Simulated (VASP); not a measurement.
## Na: single point with PBEsol

Na:

```xyz
1
Lattice="-2.0863 2.0863 2.0863 2.0863 -2.0863 2.0863 2.0863 2.0863 -2.0863" Properties=species:S:1:pos:R:3 pbc="T T T"
Na    0.0000    0.0000    0.0000
```

This cell differs from its parent crystal: volume scaled by 0.975.

| Quantity | Value |
| --- | --- |
| Program | VASP 6.6.1 |
| Task | single point |
| Functional | PBEsol |
| Potentials or basis | VASP PAW PBE potentials, release 64 (Na_pv) |
| Cutoff | 500 eV |
| k mesh | 12 × 12 × 12 |
| Occupations | fermi-dirac, width 0.05 eV |
| Spin | no spin polarisation |

```
Pressure : 0.0 GPa
```

Levels at points of the mesh, in eV from the Fermi level:
```csv
k point,band 1,band 2,band 3,band 4,band 5,band 6,band 7,band 8
"(0.00, 0.00, 0.00)",-24.73,-24.73,-24.73,-3.28,11.90,11.90,11.90,12.92
"(0.50, 0.00, 0.00)",-24.77,-24.74,-24.73,0.79,1.29,8.32,9.33,9.41
"(0.50, 0.50, 0.50)",-24.76,-24.76,-24.76,4.59,4.59,4.99,4.99,4.99
```

It took 19 s on 1 thread of AMD EPYC 7R43 64-Core Processor (Zen 3), with other jobs on the host, peak memory 0.12 GiB.

Caveat: the PAW data sets were made with another functional, which shifts forces and pressure a little.
